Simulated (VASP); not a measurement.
Set up this calculation in VASP 6.6.1, as the native input.

| Property | Result |
| --- | --- |
| Task | single point |
| Functional | PBE |
| Potentials or basis | VASP PAW PBE potentials, release 64 (Sn_d, Li_sv) |
| Cutoff | 520 eV |
| k mesh | 12 × 12 × 12 |
| Occupations | gaussian, width 0.1 eV |
| Spin | no spin polarisation |
| Dipole correction | no |
| Further INCAR settings | ALGO = Normal; EDIFF = 1e-06; NBANDS = 17 |

The structure of Li2Sn lies in POSCAR:

```
Li2Sn
1.0
    0.0000000000      3.2673338632      3.2673338632
    3.2673338632      0.0000000000      3.2673338632
    3.2673338632      3.2673338632      0.0000000000
Sn Li
1 2
Direct
    0.0000000000      0.0000000000      0.0000000000
    0.2500000000      0.2500000000      0.2500000000
    0.7500000000      0.7500000000      0.7500000000
```

These files were run (other wordings do the same):

INCAR

```
  PREC = Accurate
  ENCUT = 520
  EDIFF = 1E-6
  ISMEAR = 0
  SIGMA = 0.1
  LREAL = F
  LASPH = T
  NELM = 60
  ALGO = Normal
  ISIF = 2
  LWAVE = F
  LCHARG = T
  GGA = PE
  LELF = T
  LVHAR = T
  NBANDS = 17
```

KPOINTS

```
regular mesh
0
Gamma
  12 12 12
```

Potentials or basis: VASP PAW PBE potentials, release 64 (Sn_d, Li_sv).

Run with:

```sh
$ cat potpaw_PBE.64/Sn_d/POTCAR potpaw_PBE.64/Li_sv/POTCAR > POTCAR
$ mpirun -np 1 vasp_std > vasp.out
```

It gave:

```json
{
 "Band gap on the k mesh": "zero (band 10 reaches 4.33 eV, above the bottom of band 11 at 1.42 eV)"
}
```

Caveat: spin-orbit coupling is left out, which moves the levels of the heavy elements.

Run time: 29 s on 1 thread of Intel(R) Xeon(R) 6975P-C (Granite Rapids) (shared host), peak memory 0.24 GiB.
